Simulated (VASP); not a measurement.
# Si (Fd-3m) in VASP: further runs, part 2 of 2

VASP 6.6.1.

### Step 3. Single point, PBE

This run uses another cell than the first one, of 20.45 Å³/atom, 1.021 times its volume.

INCAR reads:

```
ALGO = Normal
EDIFF = 1E-6
ENCUT = 500
GGA = PE
GGA_COMPAT = False
ISIF = 2
ISMEAR = 0
LASPH = True
LCHARG = False
LREAL = False
LWAVE = False
NBANDS = 11
NELM = 120
PREC = Accurate
SIGMA = 0.02
```

KPOINTS reads:

```
k-points
0
Gamma
  8 8 8
```

POSCAR reads:

```
Si
1.0
    0.0000000000      2.7348134427      2.7348134427
    2.7348134427      0.0000000000      2.7348134427
    2.7348134427      2.7348134427      0.0000000000
Si
2
Direct
    0.0000000000      0.0000000000      0.0000000000
    0.2500000000      0.2500000000      0.2500000000
```

Potentials or basis: VASP PAW PBE potentials, release 64 (Si).

The run is started by

```
$ cat potpaw_PBE.64/Si/POTCAR > POTCAR
$ mpirun -np 1 vasp_std > vasp.out
```

OUTCAR:

```text
EDIFF = 1E-6
   ENCUT = 500
   GGA = PE
   ISIF = 2
   ISMEAR = 0
   LASPH = True
   LREAL = False
   NELM = 120
   PREC = Accurate

 ion  position               nearest neighbor table
   1  0.000  0.000  0.000-   2 2.37   2 2.37   2 2.37   2 2.37
   2  0.250  0.250  0.250-   1 2.37   1 2.37   1 2.37   1 2.37

  LATTYP: Found a face centered cubic cell.
 ALAT       =     5.4696268854

  Lattice vectors:

 A1 = (   0.0000000000,   2.7348134427,   2.7348134427)
 A2 = (   2.7348134427,   0.0000000000,   2.7348134427)
 A3 = (   2.7348134427,   2.7348134427,   0.0000000000)

Analysis of symmetry for initial positions (statically):
=====================================================================
 Subroutine PRICEL returns:
 Original cell was already a primitive cell.

 Routine SETGRP: Setting up the symmetry group for a
 face centered cubic supercell.

 Subroutine GETGRP returns: Found 48 space group operations
 (whereof 24 operations were pure point group operations)
 out of a pool of 48 trial point group operations.

The static configuration has the point symmetry T_d .
 The point group associated with its full space group is O_h .

Analysis of symmetry for dynamics (positions and initial velocities):
=====================================================================
 Subroutine PRICEL returns:
 Original cell was already a primitive cell.

 Routine SETGRP: Setting up the symmetry group for a
 face centered cubic supercell.

 Subroutine GETGRP returns: Found 48 space group operations
 (whereof 24 operations were pure point group operations)
 out of a pool of 48 trial point group operations.

The dynamic configuration has the point symmetry T_d .
 The point group associated with its full space group is O_h .

 Subroutine INISYM returns: Found 48 space group operations
 (whereof 24 operations are pure point group operations),
 and found     1 'primitive' translations

----------------------------------------------------------------------------------------

                                     Primitive cell

  volume of cell :      40.9085

  direct lattice vectors                    reciprocal lattice vectors
     0.000000000  2.734813443  2.734813443    -0.182827827  0.182827827  0.182827827
     2.734813443  0.000000000  2.734813443     0.182827827 -0.182827827  0.182827827
     2.734813443  2.734813443  0.000000000     0.182827827  0.182827827 -0.182827827

  length of vectors
     3.867610261  3.867610261  3.867610261     0.316667086  0.316667086  0.316667086

  position of ions in fractional coordinates (direct lattice)
     0.000000000  0.000000000  0.000000000
     0.250000000  0.250000000  0.250000000

  ion indices of the primitive-cell ions
   primitive index   ion index
                 1           1
                 2           2

----------------------------------------------------------------------------------------

 KPOINTS: k-points

Automatic generation of k-mesh.
 Grid dimensions read from file:
 generate k-points for:    8    8    8

 Generating k-lattice:

  Cartesian coordinates                     Fractional coordinates (reciprocal lattice)
[... 39 lines left out ...]
  0.500000  0.250000  0.125000     48.000000
 -0.375000  0.250000  0.125000     24.000000
 [... further k-points ...]
   k-points           NKPTS =     29   k-points in BZ     NKDIM =     29   number of bands    NBANDS=     11
   number of dos      NEDOS =    301   number of ions     NIONS =      2
   total plane-waves  NPLWV =  21952
   dimension x,y,z NGX =    28 NGY =   28 NGZ =   28
   dimension x,y,z NGXF=    56 NGYF=   56 NGZF=   56
   ions per type =               2
   NGX,Y,Z   is equivalent  to a cutoff of  12.04, 12.04, 12.04 a.u.
   NGXF,Y,Z  is equivalent  to a cutoff of  24.07, 24.07, 24.07 a.u.
 SYSTEM =  unknown system
   PREC   = accura    normal or accurate (medium, high low for compatibility)
   ISTART =      0    job   : 0-new  1-cont  2-samecut
   ICHARG =      2    charge: 1-file 2-atom 10-const
   ISPIN  =      1    spin polarized calculation?
   LNONCOLLINEAR =      F non collinear calculations
   LSORBIT =      F    spin-orbit coupling
   LASPH  =      T    aspherical Exc in radial PAW
   ENCUT  =  500.0 eV  36.75 Ry    6.06 a.u.   7.05  7.05  7.05*2*pi/ulx,y,z
   NELM   =    120;   NELMIN=  2; NELMDL= -5     # of ELM steps
   EDIFF  = 0.1E-05   stopping-criterion for ELM
   LREAL  =      F    real-space projection
   EDIFFG = 0.1E-04   stopping-criterion for IOM
   NSW    =      0    number of steps for IOM
   IBRION =     -1    ionic relax: 0-MD 1-quasi-New 2-CG
   NFREE  =      0    steps in history (QN), initial steepest desc. (CG)
   ISIF   =      2    stress and relaxation
   ISYM   =      2    0-nonsym 1-usesym 2-fastsym
   POTIM  = 0.5000    time-step for ionic-motion
   TEBEG  =    0.0;   TEEND  =   0.0 temperature during run
   PSTRESS=    0.0 pullay stress
   NELECT =       8.0000    total number of electrons
   NUPDOWN=      -1.0000    fix difference up-down
   EMIN   =  10.00;   EMAX   =-10.00  energy-range for DOS
   EFERMI =   0.00;   METHOD = LEGACY
   ISMEAR =     0;   SIGMA  =   0.02  broadening in eV -4-tet -1-fermi 0-gaus
   EFERMI_NEDOS =   21; number of points for ismear=-14 and -15
   IALGO  =     38    algorithm
   IMIX   =      4    mixing-type and parameters
     AMIX     =   0.40;   BMIX     =  1.00
     AMIX_MAG =   1.60;   BMIX_MAG =  1.00
  volume/ion in A,a.u.               =      20.45       138.03
  Fermi-wavevector in a.u.,A,eV,Ry     =   0.950241  1.795695 12.285490  0.902958
  Thomas-Fermi vector in A             =   2.078599
   LORBIT       =      0    0 simple, 1 ext, 2 COOP (PROOUT), +10 PAW based schemes
   GGA     = PE    functional components
   LHFCALC =     F    Hartree Fock is set to
   AEXX    =    0.0000 exact exchange contribution
   IVDW    =     0    specifies the selected vdW correction
   LEPSILON=     F    determine dielectric tensor
   LRPA    =     F    only Hartree local field effects (RPA)
 non-spin polarized calculation
 Gauss-broadening in eV      SIGMA  =   0.02
  energy-cutoff  :      500.00
  volume of cell :       40.91
 maximum number of plane-waves:      1056
   NGX = 15   NGY = 15   NGZ = 15

 number of electron       8.0000000 magnetization

 Free energy of the ion-electron system (eV)
  ---------------------------------------------------
  ext. energy  EPLUGINS =         0.00000000
  ---------------------------------------------------
  free energy    TOTEN  =       -10.84606703 eV

  energy without entropy =      -10.84606703  energy(sigma->0) =      -10.84606703

 E-fermi :   5.7236     XC(G=0):  -9.3247

 val. band max:        5.6124390431   @ k =   0.0000   0.0000   0.0000
 cond. band min:       6.2632053868   @ k =   0.3750   0.3750   0.0000
 fundamental gap:      0.6507663437
 Fermi energy:         5.7236227228

 k-point     1 :       0.0000    0.0000    0.0000
  band No.  band energies     occupation
      1      -6.1991      2.00000
      2       5.6124      2.00000
      3       5.6124      2.00000
      4       5.6124      2.00000
      5       8.1687      0.00000
      6       8.1687      0.00000
      7       8.1687      0.00000
      8       8.7407      0.00000
      9      13.3208      0.00000
     10      13.3208      0.00000
     11      13.4876      0.00000
[... 309 lines left out ...]
 k-point    24 :      -0.3750    0.2500    0.1250
  band No.  band energies     occupation
      1      -3.3919      2.00000
      2      -1.0932      2.00000
      3       2.2262      2.00000
      4       3.5028      2.00000
      5       8.6351      0.00000
      6       8.7588      0.00000
      7      11.4578      0.00000
      8      12.6774      0.00000
      9      12.9177      0.00000
     10      16.1186      0.00000
     11      17.1627      0.00000

 [... further k-points ...]

------------------------ aborting loop because EDIFF is reached ----------------------------------------

  FORCE on cell =-STRESS in cart. coord.  units (eV):
  Direction    XX          YY          ZZ          XY          YZ          ZX
  --------------------------------------------------------------------------------------
  -------------------------------------------------------------------------------------
  Total       -0.0107921     -0.0107921     -0.0107921     -0.0000000      0.0000000      0.0000000
  in kB       -0.4226728     -0.4226728     -0.4226728     -0.0000000      0.0000000      0.0000000
  external PRESSURE =      -0.4226728 kB  Pullay stress =       0.0000000 kB

 VOLUME and BASIS-vectors are now :
 -----------------------------------------------------------------------------
  energy-cutoff  :      500.00
  volume of cell :       40.91
      direct lattice vectors                 reciprocal lattice vectors
     0.000000000  2.734813443  2.734813443    -0.182827827  0.182827827  0.182827827
     2.734813443  0.000000000  2.734813443     0.182827827 -0.182827827  0.182827827
     2.734813443  2.734813443  0.000000000     0.182827827  0.182827827 -0.182827827

 POSITION                                       TOTAL-FORCE (eV/Angst)
 -----------------------------------------------------------------------------------
      0.00000      0.00000      0.00000         0.000000      0.000000      0.000000
      1.36741      1.36741      1.36741        -0.000000     -0.000000     -0.000000
 -----------------------------------------------------------------------------------
    total drift:                                0.000000      0.000000     -0.000000

  FREE ENERGIE OF THE ION-ELECTRON SYSTEM (eV)
  ---------------------------------------------------
  free  energy   TOTEN  =       -10.8460670321 eV

  energy  without entropy=      -10.8460670321  energy(sigma->0) =      -10.84606703
```

Wall time 13 s (1 thread of Intel Xeon 8259CL, shared host); peak memory 0.15 GiB.

Results:

```
Free energy            : -10.8461 eV
Pressure               : 0.0 GPa
Band gap on the k mesh : 0.65 eV, indirect (least direct gap 2.56 eV)
```

### Step 4. Single point, PBE

This run uses another cell than the first one, of 20.45 Å³/atom, 1.021 times its volume.

Edit INCAR of step 3 so:

```diff
@@ -14,2 +14,2 @@
 PREC = Accurate
-SIGMA = 0.02
+SIGMA = 0.01
```

KPOINTS is that of step 3.

POSCAR is that of step 3.

Potentials or basis: VASP PAW PBE potentials, release 64 (Si).

The run is started by

```
$ cat potpaw_PBE.64/Si/POTCAR > POTCAR
$ mpirun -np 1 vasp_std > vasp.out
```

OUTCAR:

```text
EDIFF = 1E-6
   ENCUT = 500
   GGA = PE
   ISIF = 2
   ISMEAR = 0
   LASPH = True
   LREAL = False
   NELM = 120
   PREC = Accurate

 ion  position               nearest neighbor table
   1  0.000  0.000  0.000-   2 2.37   2 2.37   2 2.37   2 2.37
   2  0.250  0.250  0.250-   1 2.37   1 2.37   1 2.37   1 2.37

  LATTYP: Found a face centered cubic cell.
 ALAT       =     5.4696268854

  Lattice vectors:

 A1 = (   0.0000000000,   2.7348134427,   2.7348134427)
 A2 = (   2.7348134427,   0.0000000000,   2.7348134427)
 A3 = (   2.7348134427,   2.7348134427,   0.0000000000)

Analysis of symmetry for initial positions (statically):
=====================================================================
 Subroutine PRICEL returns:
 Original cell was already a primitive cell.

 Routine SETGRP: Setting up the symmetry group for a
 face centered cubic supercell.

 Subroutine GETGRP returns: Found 48 space group operations
 (whereof 24 operations were pure point group operations)
 out of a pool of 48 trial point group operations.

The static configuration has the point symmetry T_d .
 The point group associated with its full space group is O_h .
[... 172 lines left out ...]
      2       5.6124      2.00000
      3       5.6124      2.00000
      4       5.6124      2.00000
      5       8.1687      0.00000
      6       8.1687      0.00000
      7       8.1687      0.00000
      8       8.7407      0.00000
      9      13.3208      0.00000
     10      13.3208      0.00000
     11      13.4876      0.00000
[... 309 lines left out ...]
 k-point    24 :      -0.3750    0.2500    0.1250
  band No.  band energies     occupation
      1      -3.3919      2.00000
      2      -1.0932      2.00000
      3       2.2262      2.00000
      4       3.5028      2.00000
      5       8.6351      0.00000
      6       8.7588      0.00000
      7      11.4578      0.00000
      8      12.6774      0.00000
      9      12.9177      0.00000
     10      16.1186      0.00000
     11      17.1627      0.00000

 [... further k-points ...]

------------------------ aborting loop because EDIFF is reached ----------------------------------------

  FORCE on cell =-STRESS in cart. coord.  units (eV):
  Direction    XX          YY          ZZ          XY          YZ          ZX
  --------------------------------------------------------------------------------------
  -------------------------------------------------------------------------------------
  Total       -0.0107921     -0.0107921     -0.0107921      0.0000000      0.0000000     -0.0000000
  in kB       -0.4226727     -0.4226727     -0.4226727      0.0000000      0.0000000     -0.0000000
  external PRESSURE =      -0.4226727 kB  Pullay stress =       0.0000000 kB

 VOLUME and BASIS-vectors are now :
 -----------------------------------------------------------------------------
  energy-cutoff  :      500.00
  volume of cell :       40.91
      direct lattice vectors                 reciprocal lattice vectors
     0.000000000  2.734813443  2.734813443    -0.182827827  0.182827827  0.182827827
     2.734813443  0.000000000  2.734813443     0.182827827 -0.182827827  0.182827827
     2.734813443  2.734813443  0.000000000     0.182827827  0.182827827 -0.182827827

 POSITION                                       TOTAL-FORCE (eV/Angst)
 -----------------------------------------------------------------------------------
      0.00000      0.00000      0.00000         0.000000      0.000000      0.000000
      1.36741      1.36741      1.36741        -0.000000     -0.000000     -0.000000
 -----------------------------------------------------------------------------------
    total drift:                                0.000000      0.000000     -0.000000

  FREE ENERGIE OF THE ION-ELECTRON SYSTEM (eV)
  ---------------------------------------------------
  free  energy   TOTEN  =       -10.8460670321 eV

  energy  without entropy=      -10.8460670321  energy(sigma->0) =      -10.84606703
```

stdout:

```text
POSCAR found type information on POSCAR Si
 POSCAR found :  1 types and       2 ions
 scaLAPACK will be used
 LDA part: xc-table for (Slater+PW92), standard interpolation
 POSCAR, INCAR and KPOINTS ok, starting setup
 FFT: planning ... GRIDC
 FFT: planning ... GRID_SOFT
 FFT: planning ... GRID
 WAVECAR not read
 entering main loop
```

Run time: 14 s. Hardware: 1 thread of Intel Xeon 8259CL, shared host; peak memory 0.15 GiB.

Results:

```
Free energy            : -10.8461 eV
Pressure               : 0.0 GPa
Band gap on the k mesh : 0.65 eV, indirect (least direct gap 2.56 eV)
```

A k mesh can miss the band edges. A hybrid or GW would open this gap; PBE tends to underestimate it.

### Step 5. Relaxation of cell and atoms, PBE

INCAR reads:

```
SYSTEM = Si
PREC = Accurate ; ENCUT = 500
EDIFF = 1E-7 ; ISMEAR = 0
SIGMA = 0.02 ; LREAL = .FALSE.
LASPH = .TRUE. ; NELM = 120
ALGO = Normal ; ISIF = 3
LWAVE = .FALSE. ; LCHARG = .FALSE.
GGA = PE ; IBRION = 2
NSW = 100 ; EDIFFG = -0.002
GGA_COMPAT = .FALSE. ; NELMIN = 4
```

KPOINTS reads:

```
Automatic mesh
0
G
  8 8 8
  0 0 0
```

POSCAR reads:

```
Si
1.0
    0.0000000000      2.7155000000      2.7155000000
    2.7155000000      0.0000000000      2.7155000000
    2.7155000000      2.7155000000      0.0000000000
Si
2
Direct
    0.0000000000      0.0000000000      0.0000000000
    0.2500000000      0.2500000000      0.2500000000
```

The run is started by

```
$ cat potpaw_PBE.64/Si/POTCAR > POTCAR
$ mpirun -np 1 vasp_std > vasp.out
```

Run time: 29 s. Hardware: 1 thread of Intel Xeon 8259CL, shared host; peak memory 0.15 GiB.

Results (log left out):

- Free energy: -10.8460 eV
- Relaxed volume: 20.44 Å³/atom
- Relaxed cell: a = 3.867 Å, b = 3.867 Å, c = 3.867 Å, α = 60.00°, β = 60.00°, γ = 60.00°
- Space group after relaxing (to 0.05 Å): Fd-3m (No. 227)
- Energy gained by relaxing: 2.5 meV/atom
- Ionic steps: 3
- Pressure after relaxing: 0.0 GPa
- Band gap on the k mesh: 0.65 eV, indirect (least direct gap 2.56 eV)

The path:
```csv
step,energy change (eV),largest force (eV/Å),pressure (GPa),volume (Å³)
1,0.0000,0.0000,1.93,40.05
2,-0.0027,0.0000,-1.21,41.46
3,-0.0049,0.0000,0.01,40.88
```

Final structure:
```cif
data_structure
_symmetry_space_group_name_H-M 'P 1'
_symmetry_Int_Tables_number 1
_cell_length_a 3.8669
_cell_length_b 3.8669
_cell_length_c 3.8669
_cell_angle_alpha 60.000
_cell_angle_beta 60.000
_cell_angle_gamma 60.000
_cell_volume 40.88
loop_
_atom_site_label
_atom_site_type_symbol
_atom_site_fract_x
_atom_site_fract_y
_atom_site_fract_z
_atom_site_occupancy
Si1 Si 0.00000 0.00000 0.00000 1
Si2 Si 0.25000 0.25000 0.25000 1
```

Levels at points of the mesh, in eV from the valence-band top:
```tsv
k point	band 1	band 2	band 3	band 4	band 5	band 6	band 7	band 8
(0.00, 0.00, 0.00)	-11.82	0.00	0.00	0.00	2.56	2.56	2.56	3.13
(0.50, 0.00, 0.00)	-9.54	-6.87	-1.18	-1.18	1.47	3.35	3.35	7.70
(0.50, 0.50, 0.00)	-7.75	-7.75	-2.79	-2.79	0.75	0.75	9.94	9.94
```

A k mesh can miss the band edges. Expect the measured gap to be larger: semilocal functionals such as PBE lack the derivative discontinuity.

### Step 6. The runs side by side

| task | cell | k mesh | smearing | gap on the mesh (eV) | pressure (GPa) |
| --- | --- | --- | --- | --- | --- |
| single point | a = 3.840 Å, angles 60.0°, 2 atoms | 6 × 6 × 6 | gaussian 0.1 eV | 0.71 | 2.0 |
| single point | a = 3.868 Å, angles 60.0°, 2 atoms | 8 × 8 × 8 | gaussian 0.02 eV | 0.65 | 0.0 |
| single point | a = 3.868 Å, angles 60.0°, 2 atoms | 8 × 8 × 8 | gaussian 0.01 eV | 0.65 | 0.0 |
| relaxation of cell and atoms | relaxed from a = 3.840 Å, angles 60.0°, 2 atoms | 8 × 8 × 8 | gaussian 0.02 eV | 0.65 | 0.0 |

Alike in all rows: level PBE; potentials or basis VASP PAW PBE potentials, release 64 (Si); no spin polarisation; cutoff (eV) 500.

Absolute energies hang on the potentials; compare differences alone.
